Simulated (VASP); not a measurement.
Write the native input for VASP 6.6.1 that does the following.

```yaml
Task: relaxation of cell and atoms
Functional: PBE
Potentials_or_basis: VASP PAW PBE potentials, release 64 (Ti_sv, Ta_pv, N)
Cutoff: 600 eV
k_mesh: 8 × 8 × 8
Occupations: gaussian, width 0.1 eV
Spin: no spin polarisation
Dipole_correction: no
Further_INCAR_settings: ALGO = Normal; EDIFF = 1e-06; IBRION = 2; EDIFFG = -0.01; NSW = 100; ISIF = 3
```

The structure of Ta3TiN4 lies in POSCAR:

```
Ta3TiN4
1.0
    4.3832933791      0.0000000000      0.0000000000
    0.0000000000      4.3832933791      0.0000000000
    0.0000000000      0.0000000000      4.3832933791
Ti Ta N
1 3 4
Direct
    0.0000000000      0.0000000000      0.0000000000
    0.0000000000      0.5000000000      0.5000000000
    0.5000000000      0.5000000000      0.0000000000
    0.5000000000      0.0000000000      0.5000000000
    0.5000000000      0.0000000000      0.0000000000
    0.0000000000      0.0000000000      0.5000000000
    0.5000000000      0.5000000000      0.5000000000
    0.0000000000      0.5000000000      0.0000000000
```

The input as run:

INCAR

```
SYSTEM = Ta3TiN4
ALGO = Normal
EDIFF = 1E-6
EDIFFG = -0.01
ENCUT = 600
GGA = PE
IBRION = 2
ISIF = 3
ISMEAR = 0
LASPH = .TRUE.
LCHARG = .FALSE.
LREAL = .FALSE.
LWAVE = .FALSE.
NELM = 80
NSW = 100
PREC = Accurate
SIGMA = 0.1
```

KPOINTS

```
k-points
0
G
  8 8 8
  0 0 0
```

Potentials or basis: VASP PAW PBE potentials, release 64 (Ti_sv, Ta_pv, N).

Launch:

```console
$ cat potpaw_PBE.64/Ti_sv/POTCAR potpaw_PBE.64/Ta_pv/POTCAR potpaw_PBE.64/N/POTCAR > POTCAR
$ mpirun -np 1 vasp_std > vasp.out
```

It gave:

```
Pressure after relaxing : -0.1 GPa
Band gap on the k mesh  : zero (an odd number of electrons rules out a gap without spin polarisation)
```

Caveat: the relaxation stopped at its first step, so nothing moved; spin-orbit coupling is left out, which moves the levels of the heavy elements; an odd number of electrons without spin polarisation forces a metal; a magnetic or distorted state may lie lower.

Wall time 4.4 min on 1 thread of Intel Xeon 8259CL, on a shared host, peak memory 0.29 GiB.
